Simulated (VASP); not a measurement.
# Ba4Ti3O12 (a cell with a defect) in VASP: electric field gradients with PBE

Aim: the electric field gradients of Ba4Ti3O12 (a cell with a defect) with PBE.

All numbers are computed with VASP 6.6.1; they aren't measurements. Logs are shortened: lines on timing, memory, paths and dates and some standing lists are left out, and cuts for length are marked.

## 1. The cell of the first run

The cell holds a defect, 19 atoms: a = 6.939 Å, b = 6.939 Å, c = 6.939 Å, α = 109.47°, β = 109.47°, γ = 109.47°.

## 2. Electric field gradients, PBE, collinear spin

Contents of INCAR:

```
SYSTEM = Ba4Ti3O12
PREC     = Accurate       ! precision mode
ENCUT    = 520            ! plane-wave cutoff, eV
EDIFF    = 1E-8           ! SCF threshold, eV
ISMEAR   = -1             ! smearing method
SIGMA    = 0.01           ! smearing width, eV
LREAL    = Auto         
LASPH    = .True.         ! aspherical terms in the spheres
NELM     = 150            ! most SCF steps
ALGO     = Normal         ! electronic algorithm
ISIF     = 2              ! what is computed and relaxed
LWAVE    = .False.        ! write WAVECAR
LCHARG   = .False.        ! write CHGCAR
ISPIN    = 2              ! spin polarisation
MAGMOM   = 0 0 0 0 0 0 0 0.5 0 0 0.5 0.5 0 0.5 0 0.5 0.5 0 0 ! initial moments
LORBIT   = 11             ! projections on sites
LMAXMIX  = 4              ! l up to which the mixer works
GGA      = PE             ! functional
LEFG     = .True.       
NELECT   = 151.0        
NBANDS   = 93             ! bands
```

Contents of KPOINTS:

```
regular mesh
0
Gamma
  3 3 3
  0 0 0
```

Contents of POSCAR:

```
Ba4Ti3O12
1.0
   -4.0060000000      4.0060000000      4.0060000000
    4.0060000000     -4.0060000000      4.0060000000
    4.0060000000      4.0060000000     -4.0060000000
Ba Ti O
4 3 12
Direct
    0.5005730641      0.5006622141      0.4999935250
    0.0006629044      0.0006724251      0.5000895568
    0.0006686891      0.5006622141      0.0000891500
    0.5005828684      0.0006724251      0.0000095207
    0.5007853949      0.5008843914      0.0000989965
    0.5004575563      0.0005587130      0.5001011567
    0.0004113753      0.5004219290      0.5000105536
    0.0010874464      0.2696841143      0.2685966679
    0.5007326098      0.7506928702      0.2499602604
    0.5008630008      0.2508244098      0.7499614089
    0.0009926065      0.7323889991      0.7313963926
    0.2696504816      0.0009830647      0.2685404321
    0.7508092940      0.5008050107      0.2500004934
    0.7324426326      0.0009830647      0.7313325831
    0.2508045172      0.5008050107      0.7499957167
    0.2693966197      0.2692521413     -0.0001444784
    0.7321973480      0.7321667269     -0.0000306211
    0.7509295980      0.2508754816      0.4999458835
    0.2509295265      0.7509823279      0.5000528014
```

Potentials or basis: VASP PAW PBE potentials, release 64 (Ba_sv, Ti_sv, O).

On the command line:

```bash
$ cat potpaw_PBE.64/Ba_sv/POTCAR potpaw_PBE.64/Ti_sv/POTCAR potpaw_PBE.64/O/POTCAR > POTCAR
$ mpirun -np 1 vasp_std > vasp.out
```

OUTCAR:

```text
SYSTEM = Ba4Ti3O12
   PREC = Accurate
   ENCUT = 520
   EDIFF = 1E-8
   ISMEAR = -1
   LREAL = Auto
   LASPH = .True.
   NELM = 150
   ISIF = 2
   ISPIN = 2
   LORBIT = 11
   GGA = PE
   NELECT = 151.0

 ion  position               nearest neighbor table
   1  0.501  0.501  0.500-  15 2.83  10 2.83  19 2.83   9 2.83  18 2.83   8 2.83  13 2.83  12 2.83
                            17 2.84  16 2.84  14 2.84  11 2.84   6 3.47   7 3.47   5 3.47   5 3.47
   2  0.001  0.001  0.500-  13 2.83   9 2.83  18 2.83  19 2.83  15 2.83  14 2.83  10 2.83  11 2.83
                            16 2.84  17 2.84   8 2.84  12 2.84   6 3.47   7 3.47   5 3.47   5 3.47
   3  0.001  0.501  0.000-  13 2.83  10 2.83  19 2.83   9 2.83  18 2.83   8 2.83  15 2.83  14 2.83
                            17 2.84  16 2.84  12 2.84  11 2.84   6 3.47   7 3.47   5 3.47   5 3.47
   4  0.501  0.001  0.000-  15 2.83   9 2.83  18 2.83  19 2.83  13 2.83  12 2.83  10 2.83  11 2.83
                            16 2.84  17 2.84   8 2.84  14 2.84   6 3.47   7 3.47   5 3.47   5 3.47
   5  0.501  0.501  0.000-  16 1.85  17 1.85   9 2.00  13 2.00  15 2.00  10 2.00   4 3.47   2 3.47
                             1 3.47   3 3.47   3 3.47   1 3.47   2 3.47   4 3.47
   6  0.500  0.001  0.500-  14 1.85  12 1.85  19 2.00  10 2.00   9 2.00  18 2.01   4 3.47   2 3.47
                             3 3.47   1 3.47   1 3.47   3 3.47   2 3.47   4 3.47
   7  0.000  0.500  0.500-  11 1.85   8 1.85  18 2.00  13 2.00  15 2.00  19 2.01   4 3.47   2 3.47
                             1 3.47   3 3.47   3 3.47   1 3.47   2 3.47   4 3.47
   8  0.001  0.270  0.269-   7 1.85   3 2.83   1 2.83   4 2.84   2 2.84
   9  0.501  0.751  0.250-   5 2.00   6 2.00   4 2.83   2 2.83   3 2.83   1 2.83
  10  0.501  0.251  0.750-   6 2.00   5 2.00   1 2.83   3 2.83   2 2.83   4 2.83
  11  0.001  0.732  0.731-   7 1.85   2 2.83   4 2.83   1 2.84   3 2.84
  12  0.270  0.001  0.269-   6 1.85   4 2.83   1 2.83   3 2.84   2 2.84
  13  0.751  0.501  0.250-   7 2.00   5 2.00   3 2.83   2 2.83   4 2.83   1 2.83
  14  0.732  0.001  0.731-   6 1.85   2 2.83   3 2.83   1 2.84   4 2.84
  15  0.251  0.501  0.750-   7 2.00   5 2.00   1 2.83   4 2.83   2 2.83   3 2.83
  16  0.269  0.269  1.000-   5 1.85   2 2.84   4 2.84   3 2.84   1 2.84
  17  0.732  0.732  1.000-   5 1.85   1 2.84   3 2.84   4 2.84   2 2.84
  18  0.751  0.251  0.500-   7 2.00   6 2.01   4 2.83   2 2.83   1 2.83   3 2.83
  19  0.251  0.751  0.500-   6 2.00   7 2.01   4 2.83   2 2.83   3 2.83   1 2.83

  LATTYP: Found a body centered cubic cell.
 ALAT       =     8.0120000000

  Lattice vectors:

 A1 = (  -4.0060000000,   4.0060000000,   4.0060000000)
 A2 = (   4.0060000000,  -4.0060000000,   4.0060000000)
 A3 = (   4.0060000000,   4.0060000000,  -4.0060000000)

Analysis of symmetry for initial positions (statically):
=====================================================================
 Subroutine PRICEL returns:
 Original cell was already a primitive cell.

 Routine SETGRP: Setting up the symmetry group for a
 body centered cubic supercell.

 Subroutine GETGRP returns: Found  2 space group operations
 (whereof  2 operations were pure point group operations)
 out of a pool of 48 trial point group operations.

The static configuration has the point symmetry C_1h.

Analysis of symmetry for dynamics (positions and initial velocities):
=====================================================================
 Subroutine PRICEL returns:
 Original cell was already a primitive cell.

 Routine SETGRP: Setting up the symmetry group for a
 body centered cubic supercell.

 Subroutine GETGRP returns: Found  2 space group operations
 (whereof  2 operations were pure point group operations)
 out of a pool of 48 trial point group operations.

The dynamic configuration has the point symmetry C_1h.

Analysis of structural, dynamic, and magnetic symmetry:
=====================================================================
 Subroutine PRICEL returns:
 Original cell was already a primitive cell.

 Routine SETGRP: Setting up the symmetry group for a
 body centered cubic supercell.

 Subroutine GETGRP returns: Found  2 space group operations
 (whereof  2 operations were pure point group operations)
 out of a pool of 48 trial point group operations.

The overall configuration has the point symmetry C_1h.

 Subroutine INISYM returns: Found  2 space group operations
 (whereof  2 operations are pure point group operations),
 and found     1 'primitive' translations

----------------------------------------------------------------------------------------

[... 171 lines left out ...]
      2     -52.9455      1.00000
      3     -52.9454      1.00000
      4     -29.3025      1.00000
      5     -29.3025      1.00000
      6     -29.3024      1.00000
[... 889 lines left out ...]
     86       7.6034      0.00000
     87       8.6992      0.00000
 Fermi energy:         3.4175818542

 spin component 2

 k-point     1 :       0.0000    0.0000    0.0000
  band No.  band energies     occupation
      1     -52.9613      1.00000
      2     -52.9597      1.00000
      3     -52.9596      1.00000
      4     -29.3189      1.00000
      5     -29.3189      1.00000
      6     -29.3188      1.00000
[... 889 lines left out ...]
     86       7.5935      0.00000
     87       8.7096      0.00000
 [bands above 87 left out]

------------------------ aborting loop because EDIFF is reached ----------------------------------------

  FORCE on cell =-STRESS in cart. coord.  units (eV):
  Direction    XX          YY          ZZ          XY          YZ          ZX
  --------------------------------------------------------------------------------------
  -------------------------------------------------------------------------------------
  Total       36.0604214     36.0638237     36.0603229      0.0000000      0.0000000      0.0015074
  in kB      224.6717941    224.6929923    224.6711809      0.0000000      0.0000000      0.0093918
  external PRESSURE =     224.6786558 kB  Pullay stress =       0.0000000 kB

 VOLUME and BASIS-vectors are now :
 -----------------------------------------------------------------------------
  energy-cutoff  :      520.00
  volume of cell :      257.15
      direct lattice vectors                 reciprocal lattice vectors
    -4.006000000  4.006000000  4.006000000     0.000000000  0.124812781  0.124812781
     4.006000000 -4.006000000  4.006000000     0.124812781  0.000000000  0.124812781
     4.006000000  4.006000000 -4.006000000     0.124812781  0.124812781  0.000000000

 POSITION                                       TOTAL-FORCE (eV/Angst)
 -----------------------------------------------------------------------------------
      2.00333      2.00262      2.00797        -0.000801      0.001363      0.004776
      2.00340      2.00332     -1.99801         0.000110     -0.000628      0.004609
      2.00333     -2.00262      2.00797        -0.000801     -0.001363      0.004776
     -2.00260      2.00268      2.00799         0.000110      0.000628      0.004609
      0.00079      0.00000      4.01229        -0.002852      0.000000      0.006310
      0.00081      4.00600      0.00367        -0.003661      0.000000     -0.017216
[... 11 lines left out ...]
     -0.00043      4.00600      2.01045        -0.000706      0.000000      0.001247
      4.00642      0.00000      2.01045         0.001453      0.000000      0.001289
 -----------------------------------------------------------------------------------
    total drift:                               -0.005848      0.000006      0.010564

  FREE ENERGIE OF THE ION-ELECTRON SYSTEM (eV)
  ---------------------------------------------------
  free  energy   TOTEN  =      -128.9985560340 eV

  energy  without entropy=     -128.9949745955  energy(sigma->0) =     -128.99676531

 Electric field gradients (V/A^2)
---------------------------------------------------------------------
 ion       V_xx      V_yy      V_zz      V_xy      V_xz      V_yz
---------------------------------------------------------------------
   1       0.150    -0.003    -0.147    -9.100    -9.110    -9.088
   2      -0.146     0.001     0.145    -9.122     9.111     9.137
   3       0.150    -0.003    -0.147     9.100    -9.110     9.088
   4      -0.146     0.001     0.145     9.122     9.111    -9.137
   5      44.506    44.522   -89.029    -0.001    -0.037    -0.001
   6      44.526   -89.040    44.514    -0.001    -0.008    -0.001
[... 11 lines left out ...]
  18     -10.608   -10.321    20.929     0.002     0.019     0.002
  19     -10.333   -10.628    20.961     0.002     0.005     0.002
---------------------------------------------------------------------

 Electric field gradients after diagonalization (V/A^2)
 (convention: |V_zz| > |V_xx| > |V_yy|)
----------------------------------------------------------------------
 ion       V_xx      V_yy      V_zz     asymmetry (V_yy - V_xx)/ V_zz
----------------------------------------------------------------------
   1       9.193     9.006   -18.199       0.010
   2       9.217     9.030   -18.247       0.010
   3       9.193     9.006   -18.199       0.010
   4       9.217     9.030   -18.247       0.010
   5      44.523    44.506   -89.029       0.000
   6      44.531    44.510   -89.040       0.000
[... 11 lines left out ...]
  18     -10.608   -10.321    20.929       0.014
  19     -10.628   -10.333    20.961       0.014
----------------------------------------------------------------------

           NMR quadrupolar parameters

 Cq : quadrupolar parameter    Cq=e*Q*V_zz/h
 eta: asymmetry parameters     (V_yy - V_xx)/ V_zz
 Q  : nuclear electric quadrupole moment in mb (millibarn)
----------------------------------------------------------------------
 ion       Cq(MHz)       eta       Q (mb)
----------------------------------------------------------------------
   1      -0.044       0.010       1.000
   2      -0.044       0.010       1.000
   3      -0.044       0.010       1.000
   4      -0.044       0.010       1.000
   5      -0.215       0.000       1.000
   6      -0.215       0.000       1.000
[... 11 lines left out ...]
  18       0.051       0.014       1.000
  19       0.051       0.014       1.000
----------------------------------------------------------------------

 total charge

# of ion       s       p       d       tot
------------------------------------------
    1        2.012   5.666   0.369   8.048
    2        2.012   5.666   0.369   8.048
    3        2.012   5.666   0.369   8.048
    4        2.012   5.666   0.369   8.048
    5        2.244   6.335   1.911  10.490
    6        2.244   6.335   1.911  10.490
[... 11 lines left out ...]
   18        1.564   3.513   0.000   5.077
   19        1.564   3.513   0.000   5.077
--------------------------------------------------
tot         33.638  83.371   7.209 124.218

 magnetization (x)

# of ion       s       p       d       tot
------------------------------------------
    1       -0.000   0.001  -0.004  -0.003
    2       -0.000   0.001  -0.004  -0.003
    3       -0.000   0.001  -0.004  -0.003
    4       -0.000   0.001  -0.004  -0.003
    5       -0.001   0.015  -0.024  -0.009
    6       -0.001   0.015  -0.024  -0.009
[... 11 lines left out ...]
   18        0.000   0.022   0.000   0.022
   19        0.000   0.022   0.000   0.022
--------------------------------------------------
tot          0.008   0.950  -0.085   0.873
```

Wall time 19 min (1 thread of AMD EPYC 9R45 (Zen 5), shared host); peak memory 0.66 GiB.

What came out:

| Property | Result |
| --- | --- |
| Free energy | -128.9986 eV |
| Largest force | 0.050 eV/Å |
| Net moment | 1.00 μB per cell |
| Site moments | Ba -0.00; Ti -0.01; O +0.13, +0.02 (each value once) μB |
| Largest electric field gradient by atom | Ba -18.2; Ti -89.0; O +8.9, +21.0, +9.0, +20.9 (each value once) V/Å² |
| Valence electrons inside the program's atomic spheres | Ba 8.05; Ti 10.49; O 5.02, 5.08 (each value once) |

Forces on the atoms (eV/Å):
```
Ba  -0.001  0.001  0.005
Ba   0.000 -0.001  0.005
Ba  -0.001 -0.001  0.005
Ba   0.000  0.001  0.005
Ti  -0.003  0.000  0.006
Ti  -0.004  0.000 -0.017
Ti  -0.001  0.000 -0.013
O   -0.048  0.000  0.000
O    0.000  0.000  0.001
O    0.001  0.000  0.001
O    0.050  0.000  0.001
O    0.001 -0.049  0.000
O    0.001  0.000  0.000
O    0.001  0.049  0.000
O    0.001  0.000  0.000
O    0.000  0.000 -0.048
O    0.001  0.000  0.047
O   -0.001  0.000  0.001
O    0.001  0.000  0.001
```

Electric field gradients, principal values (V/Å²):
| atom | least | middle | greatest (by size) |
| --- | --- | --- | --- |
| 1 Ba | 9.006 | 9.193 | -18.199 |
| 2 Ba | 9.030 | 9.217 | -18.247 |
| 3 Ba | 9.006 | 9.193 | -18.199 |
| 4 Ba | 9.030 | 9.217 | -18.247 |
| 5 Ti | 44.506 | 44.523 | -89.029 |
| 6 Ti | 44.510 | 44.531 | -89.040 |
| 7 Ti | 44.506 | 44.508 | -89.014 |
| 8 O | -4.464 | -4.468 | 8.933 |
| 9 O | -10.439 | -10.513 | 20.953 |
| 10 O | -10.441 | -10.512 | 20.953 |
| 11 O | -4.459 | -4.466 | 8.926 |
| 12 O | -4.456 | -4.464 | 8.920 |
| 13 O | -10.475 | -10.479 | 20.954 |
| 14 O | -4.456 | -4.464 | 8.920 |
| 15 O | -10.475 | -10.479 | 20.954 |
| 16 O | -4.483 | -4.489 | 8.972 |
| 17 O | -4.436 | -4.442 | 8.879 |
| 18 O | -10.321 | -10.608 | 20.929 |
| 19 O | -10.333 | -10.628 | 20.961 |

Caveat: the k points lie up to 0.37 Å⁻¹ apart; the cell carries a net charge on a neutralising background, which shifts energy and pressure; the cell is charged against a uniform background, so pressure and absolute levels hang on convention; without QUAD_EFG the Cq values of the log hold for a quadrupole moment of 1 mb, not for the nuclei.
